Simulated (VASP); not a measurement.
# Si in VASP: further runs, part 4 of 4

VASP 6.6.1. Earlier steps stand in the parts before.

## Step 6: Single point, HSE06

The input, POSCAR:

```
Si
1.0
    0.0000000000      2.7350000000      2.7350000000
    2.7350000000      0.0000000000      2.7350000000
    2.7350000000      2.7350000000      0.0000000000
Si
2
Direct
    0.0000000000      0.0000000000      0.0000000000
    0.2500000000      0.2500000000      0.2500000000
```

The input, INCAR.step1:

```
ALGO     = Normal         # electronic algorithm
EDIFF    = 1E-5           # SCF threshold, eV
ENCUT    = 400            # plane-wave cutoff, eV
GGA      = PE             # functional
GGA_COMPAT= False        
ISIF     = 2              # what is computed and relaxed
ISMEAR   = -1             # smearing method
LASPH    = True           # aspherical terms in the spheres
LCHARG   = False          # write CHGCAR
LREAL    = False          # projectors in reciprocal space
LWAVE    = True           # write WAVECAR
NBANDS   = 11             # bands
NELM     = 120            # most SCF steps
PREC     = Accurate       # precision mode
SIGMA    = 0.02           # smearing width, eV
```

The input, INCAR.step2:

```
ALGO     = Normal         # electronic algorithm
EDIFF    = 1E-6           # SCF threshold, eV
ENCUT    = 400            # plane-wave cutoff, eV
GGA      = PE             # functional
GGA_COMPAT= False        
HFSCREEN = 0.2079         # screening, 1/A
ISIF     = 2              # what is computed and relaxed
ISMEAR   = -1             # smearing method
ISTART   = 1            
LASPH    = True           # aspherical terms in the spheres
LCHARG   = False          # write CHGCAR
LHFCALC  = True           # exact exchange
LREAL    = False          # projectors in reciprocal space
LWAVE    = False          # write WAVECAR
NBANDS   = 11             # bands
NELM     = 120            # most SCF steps
PREC     = Accurate       # precision mode
PRECFOCK = Normal       
SIGMA    = 0.02           # smearing width, eV
```

The input, KPOINTS:

```
k-points
0
Gamma
  4 4 4
```

Potentials or basis: VASP PAW PBE potentials, release 64 (Si).

Launch:

```console
$ cat potpaw_PBE.64/Si/POTCAR > POTCAR
$ cp INCAR.step1 INCAR
$ mpirun -np 1 vasp_std > vasp.out
$ cp INCAR.step2 INCAR
$ mpirun -np 1 vasp_std > vasp.out
```

OUTCAR:

```text
EDIFF = 1E-6
   ENCUT = 400
   GGA = PE
   HFSCREEN = 0.2079
   ISIF = 2
   ISMEAR = -1
   ISTART = 1
   LASPH = True
   LHFCALC = True
   LREAL = False
   NELM = 120
   PREC = Accurate
   PRECFOCK = Normal

 ion  position               nearest neighbor table
   1  0.000  0.000  0.000-   2 2.37   2 2.37   2 2.37   2 2.37
   2  0.250  0.250  0.250-   1 2.37   1 2.37   1 2.37   1 2.37

  LATTYP: Found a face centered cubic cell.
 ALAT       =     5.4700000000

  Lattice vectors:

 A1 = (   0.0000000000,   2.7350000000,   2.7350000000)
 A2 = (   2.7350000000,   0.0000000000,   2.7350000000)
 A3 = (   2.7350000000,   2.7350000000,   0.0000000000)

Analysis of symmetry for initial positions (statically):
=====================================================================
 Subroutine PRICEL returns:
 Original cell was already a primitive cell.

 Routine SETGRP: Setting up the symmetry group for a
 face centered cubic supercell.

 Subroutine GETGRP returns: Found 48 space group operations
 (whereof 24 operations were pure point group operations)
 out of a pool of 48 trial point group operations.

The static configuration has the point symmetry T_d .
 The point group associated with its full space group is O_h .

Analysis of symmetry for dynamics (positions and initial velocities):
=====================================================================
 Subroutine PRICEL returns:
 Original cell was already a primitive cell.

 Routine SETGRP: Setting up the symmetry group for a
 face centered cubic supercell.

 Subroutine GETGRP returns: Found 48 space group operations
 (whereof 24 operations were pure point group operations)
 out of a pool of 48 trial point group operations.

The dynamic configuration has the point symmetry T_d .
 The point group associated with its full space group is O_h .

 Subroutine INISYM returns: Found 48 space group operations
 (whereof 24 operations are pure point group operations),
 and found     1 'primitive' translations

----------------------------------------------------------------------------------------

                                     Primitive cell

  volume of cell :      40.9168

  direct lattice vectors                    reciprocal lattice vectors
     0.000000000  2.735000000  2.735000000    -0.182815356  0.182815356  0.182815356
     2.735000000  0.000000000  2.735000000     0.182815356 -0.182815356  0.182815356
     2.735000000  2.735000000  0.000000000     0.182815356  0.182815356 -0.182815356

  length of vectors
     3.867874093  3.867874093  3.867874093     0.316645486  0.316645486  0.316645486

  position of ions in fractional coordinates (direct lattice)
     0.000000000  0.000000000  0.000000000
     0.250000000  0.250000000  0.250000000

  ion indices of the primitive-cell ions
   primitive index   ion index
                 1           1
                 2           2

----------------------------------------------------------------------------------------

 KPOINTS: k-points

Automatic generation of k-mesh.
 Grid dimensions read from file:
[... 32 lines left out ...]
   total plane-waves  NPLWV =  21952
   dimension x,y,z NGX =    28 NGY =   28 NGZ =   28
   dimension x,y,z NGXF=    56 NGYF=   56 NGZF=   56
   ions per type =               2
   NGX,Y,Z   is equivalent  to a cutoff of  12.03, 12.03, 12.03 a.u.
   NGXF,Y,Z  is equivalent  to a cutoff of  24.07, 24.07, 24.07 a.u.
 SYSTEM =  unknown system
   PREC   = accura    normal or accurate (medium, high low for compatibility)
   ISTART =      1    job   : 0-new  1-cont  2-samecut
   ICHARG =      0    charge: 1-file 2-atom 10-const
   ISPIN  =      1    spin polarized calculation?
   LNONCOLLINEAR =      F non collinear calculations
   LSORBIT =      F    spin-orbit coupling
   LASPH  =      T    aspherical Exc in radial PAW
   ENCUT  =  400.0 eV  29.40 Ry    5.42 a.u.   6.31  6.31  6.31*2*pi/ulx,y,z
   NELM   =    120;   NELMIN=  2; NELMDL=  0     # of ELM steps
   EDIFF  = 0.1E-05   stopping-criterion for ELM
   LREAL  =      F    real-space projection
   EDIFFG = 0.1E-04   stopping-criterion for IOM
   NSW    =      0    number of steps for IOM
   IBRION =     -1    ionic relax: 0-MD 1-quasi-New 2-CG
   NFREE  =      0    steps in history (QN), initial steepest desc. (CG)
   ISIF   =      2    stress and relaxation
   ISYM   =      3    0-nonsym 1-usesym 2-fastsym
   POTIM  = 0.5000    time-step for ionic-motion
   TEBEG  =    0.0;   TEEND  =   0.0 temperature during run
   PSTRESS=    0.0 pullay stress
   NELECT =       8.0000    total number of electrons
   NUPDOWN=      -1.0000    fix difference up-down
   EMIN   =  10.00;   EMAX   =-10.00  energy-range for DOS
   EFERMI =   0.00;   METHOD = LEGACY
   ISMEAR =    -1;   SIGMA  =   0.02  broadening in eV -4-tet -1-fermi 0-gaus
   EFERMI_NEDOS =   21; number of points for ismear=-14 and -15
   IALGO  =     38    algorithm
   IMIX   =      1    mixing-type and parameters
     AMIX     =   0.40;   BMIX     =  1.00
     AMIX_MAG =   1.60;   BMIX_MAG =  1.00
  volume/ion in A,a.u.               =      20.46       138.06
  Fermi-wavevector in a.u.,A,eV,Ry     =   0.950176  1.795573 12.283814  0.902835
  Thomas-Fermi vector in A             =   2.078528
   LORBIT       =      0    0 simple, 1 ext, 2 COOP (PROOUT), +10 PAW based schemes
   GGA     = PE    functional components
   LHFCALC =     T    Hartree Fock is set to
   PRECFOCK=normal    Normal, Fast or Accurate (Low or Medium for compatibility)
   ENCUT4O =  -1.0   cutoff for four orbital integrals eV
   NKREDX  =     1    reduce k-point grid by
   NKREDY  =     1    reduce k-point grid by
   NKREDZ  =     1    reduce k-point grid by
   AEXX    =    0.2500 exact exchange contribution
   HFSCREEN=    0.2079 screening length (either q_TF or 0.3 A-1)
   HFSCREENC=   0.2079 screening length for correlation (either q_TF or 0.3 A-1)
   ENCUTFOCK=  -1.0 apply spherical cutoff to Coloumb kernel
   IVDW    =     0    specifies the selected vdW correction
   LEPSILON=     F    determine dielectric tensor
   LRPA    =     F    only Hartree local field effects (RPA)
 non-spin polarized calculation
  energy-cutoff  :      400.00
  volume of cell :       40.92
 maximum number of plane-waves:       754
 NGX is ok and might be reduce to    28
  NGX = 20; NGY = 20; NGZ = 20

 number of electron       8.0000000 magnetization

 Free energy of the ion-electron system (eV)
  ---------------------------------------------------
  ext. energy  EPLUGINS =         0.00000000
  ---------------------------------------------------
  free energy    TOTEN  =       -12.38119353 eV

  energy without entropy =      -12.38119353  energy(sigma->0) =      -12.38119353

 E-fermi :   5.7382     XC(G=0):  -7.7639

 val. band max:        5.2641062314   @ k =   0.0000   0.0000   0.0000
 cond. band min:       6.6316904467   @ k =   0.5000   0.5000   0.0000
 fundamental gap:      1.3675842153
 Fermi energy:         5.7382372634

 k-point     1 :       0.0000    0.0000    0.0000
  band No.  band energies     occupation
      1      -7.8364      2.00000
      2       5.2641      2.00000
      3       5.2641      2.00000
      4       5.2641      2.00000
      5       8.6026      0.00000
      6       8.6026      0.00000
      7       8.6026      0.00000
      8       9.3764      0.00000
      9      14.0061      0.00000
     10      14.0466      0.00000
     11      14.0466      0.00000
[... 85 lines left out ...]
 k-point     8 :      -0.2500    0.5000    0.2500
  band No.  band energies     occupation
      1      -3.1283      2.00000
      2      -3.1283      2.00000
      3       1.1946      2.00000
      4       1.1946      2.00000
      5      10.3278      0.00000
      6      10.3278      0.00000
      7      11.1787      0.00000
      8      11.1787      0.00000
      9      17.0472      0.00000
     10      17.0472      0.00000
     11      19.5103      0.00000

------------------------ aborting loop because EDIFF is reached ----------------------------------------

  FORCE on cell =-STRESS in cart. coord.  units (eV):
  Direction    XX          YY          ZZ          XY          YZ          ZX
  --------------------------------------------------------------------------------------
  -------------------------------------------------------------------------------------
  Total       -0.3477211     -0.3477211     -0.3477211     -0.0000000      0.0000000      0.0000000
  in kB      -13.6156908    -13.6156908    -13.6156908     -0.0000000      0.0000000      0.0000000
  external PRESSURE =     -13.6156908 kB  Pullay stress =       0.0000000 kB

 VOLUME and BASIS-vectors are now :
 -----------------------------------------------------------------------------
  energy-cutoff  :      400.00
  volume of cell :       40.92
      direct lattice vectors                 reciprocal lattice vectors
     0.000000000  2.735000000  2.735000000    -0.182815356  0.182815356  0.182815356
     2.735000000  0.000000000  2.735000000     0.182815356 -0.182815356  0.182815356
     2.735000000  2.735000000  0.000000000     0.182815356  0.182815356 -0.182815356

 POSITION                                       TOTAL-FORCE (eV/Angst)
 -----------------------------------------------------------------------------------
      0.00000      0.00000      0.00000        -0.000000     -0.000000     -0.000000
      1.36750      1.36750      1.36750         0.000000      0.000000      0.000000
 -----------------------------------------------------------------------------------
    total drift:                                0.000002      0.000003     -0.000001

  FREE ENERGIE OF THE ION-ELECTRON SYSTEM (eV)
  ---------------------------------------------------
  free  energy   TOTEN  =       -12.3811935298 eV

  energy  without entropy=      -12.3811935298  energy(sigma->0) =      -12.38119353
```

Wall time 32 s (1 thread of Intel Xeon 6975P-C (Granite Rapids), shared host); peak memory 0.24 GiB.

Results:

* Free energy: -12.3812 eV
* Pressure: -1.4 GPa
* Band gap on the k mesh: 1.37 eV (least direct gap 3.34 eV)

Caveat: the k points lie up to 0.50 Å⁻¹ apart; the PAW data sets were made with another functional, which shifts forces and pressure a little.

## Step 7: Single point, PBE0

POSCAR: that of step 6 with these lines changed.

```diff
@@ -8,3 +8,3 @@
 Direct
-    0.0000000000      0.0000000000      0.0000000000
+    0.0063329097      0.0063329097      0.0063329097
     0.2500000000      0.2500000000      0.2500000000
```

The input, INCAR.step1:

```
SYSTEM = Si
  PREC = Accurate
  ENCUT = 400
  EDIFF = 1E-5
  ISMEAR = -1
  SIGMA = 0.05
  LREAL = .False.
  LASPH = .True.
  NELM = 120
  ALGO = Normal
  ISIF = 2
  LWAVE = .True.
  LCHARG = .False.
  GGA = PE
  NBANDS = 11
  GGA_COMPAT = .False.
```

The input, INCAR.step2:

```
SYSTEM = Si
  PREC = Accurate
  ENCUT = 400
  EDIFF = 1E-6
  ISMEAR = -1
  SIGMA = 0.05
  LREAL = .False.
  LASPH = .True.
  NELM = 120
  ALGO = Normal
  ISIF = 2
  LWAVE = .False.
  LCHARG = .False.
  GGA = PE
  LHFCALC = .True.
  AEXX = 0.25
  PRECFOCK = Normal
  ISTART = 1
  NBANDS = 11
  GGA_COMPAT = .False.
```

The input, KPOINTS:

```
Automatic mesh
0
Gamma
  4 4 4
  0 0 0
```

Launch:

```console
$ cat potpaw_PBE.64/Si/POTCAR > POTCAR
$ cp INCAR.step1 INCAR
$ mpirun -np 1 vasp_std > vasp.out
$ cp INCAR.step2 INCAR
$ mpirun -np 1 vasp_std > vasp.out
```

Run time: 47 s. Hardware: 1 thread of Intel Xeon 6975P-C (Granite Rapids), shared host; peak memory 0.14 GiB.

The run converged. Its results:

```
Free energy            : -13.4175 eV
Pressure               : -1.5 GPa
Largest force          : 0.941 eV/Å
Band gap on the k mesh : 1.81 eV (least direct gap 3.77 eV)
```

Forces on the atoms (eV/Å):
```
Si  -0.543 -0.543 -0.543
Si   0.543  0.543  0.543
```

Stress tensor (GPa, compression positive):
```
-1.47  1.31  1.31
 1.31 -1.47  1.31
 1.31  1.31 -1.47
```

Levels at points of the mesh, in eV from the valence-band top:
```tsv
k point	band 1	band 2	band 3	band 4	band 5	band 6	band 7	band 8	band 9
(0.00, 0.00, 0.00)	-13.36	-0.56	0.00	0.00	3.77	3.77	4.11	4.67	9.28
(0.50, 0.00, 0.00)	-10.87	-7.74	-1.71	-1.31	2.72	4.47	4.91	9.13	12.42
(0.50, 0.50, 0.50)	-10.68	-8.11	-1.43	-1.43	2.83	4.82	4.82	9.25	12.12
(0.50, 0.50, 0.00)	-8.95	-8.69	-3.34	-3.22	1.81	1.99	11.88	11.94	12.72
```

Caveat: the k points lie up to 0.50 Å⁻¹ apart; the PAW data sets were made with another functional, which shifts forces and pressure a little.

## Step 8: Overview

```tsv
level	spin	cell	k mesh	cutoff (eV)	smearing	grid for exact exchange (PRECFOCK)	share of exact exchange	screening parameter	gap on the mesh (eV)	pressure (GPa)	largest force (eV/Å)
HSE06	off	as given, atomic positions A	3 × 3 × 3	400	fermi-dirac 0.02 eV	Normal	0.25	0.2079 1/Å	1.45	-0.1	-
PBE	off	as given, atomic positions B	8 × 8 × 8	500	fermi-dirac 0.1 eV	-	-	-	0.55	-0.1	0.26
PBE	non-collinear, zero start, SOC	as given, atomic positions A	6 × 6 × 6	500	fermi-dirac 0.02 eV	-	-	-	-	0.0	-
HSE06	off	as given, atomic positions A	4 × 4 × 4	400	fermi-dirac 0.02 eV	Normal	0.25	0.2079 1/Å	1.37	-1.4	-
PBE0	off	as given, atomic positions C	4 × 4 × 4	400	fermi-dirac 0.05 eV	Normal	0.25	-	1.81	-1.5	0.94
```

Alike in all rows: task single point; potentials or basis VASP PAW PBE potentials, release 64 (Si).

Caveats: some runs use coarse meshes; the PAW data sets were made with another functional, which shifts forces and pressure a little (at least some runs); an odd mesh through Γ misses points on the zone boundary, where band edges can lie (at least some runs); semilocal functionals underestimate gaps, and a narrow one can read as zero (at least some runs).

Absolute energies hang on the potentials; compare differences alone.
